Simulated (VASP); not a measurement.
## Ti: single point with PBEsol

Ti:

```
CELL_PARAMETERS angstrom
2.89029 0.00000 0.00000
-1.44514 2.50306 0.00000
0.00000 0.00000 4.59115
ATOMIC_POSITIONS crystal
Ti 0.33333 0.66667 0.25000
Ti 0.66667 0.33333 0.75000
```

This cell differs from its parent crystal: volume scaled by 0.9405.

* Program: VASP 6.6.1
* Task: single point
* Functional: PBEsol
* Potentials or basis: VASP PAW PBE potentials, release 64 (Ti_sv)
* Cutoff: 520 eV
* k mesh: 13 × 13 × 7
* Occupations: fermi-dirac, width 0.08 eV
* Spin: no spin polarisation
* Dipole correction: no
* Further INCAR settings: ALGO = Normal; EDIFF = 1e-07; NBANDS = 19

```
Pressure               : 0.6 GPa
Band gap on the k mesh : zero (band 12 reaches 9.49 eV, above the bottom of band 13 at 8.35 eV)
```

Stress tensor (GPa, compression positive):
```
0.71 0.00 0.00
0.00 0.71 0.00
0.00 0.00 0.42
```

Levels at points of the mesh, in eV from the Fermi level:
| k point | band 8 | band 9 | band 10 | band 11 | band 12 | band 13 | band 14 | band 15 | band 16 | band 17 |
| --- | --- | --- | --- | --- | --- | --- | --- | --- | --- | --- |
| (0.00, 0.00, 0.00) | -32.42 | -6.30 | -2.80 | 0.81 | 0.81 | 0.89 | 0.92 | 1.34 | 1.34 | 1.73 |

Run time: 82 s on 1 thread of Intel(R) Xeon(R) Platinum 8259CL CPU @ 2.50GHz (Skylake/Cascade Lake), on a shared host, peak memory 0.18 GiB.

Caveat: the PAW data sets were made with another functional, which shifts forces and pressure a little.
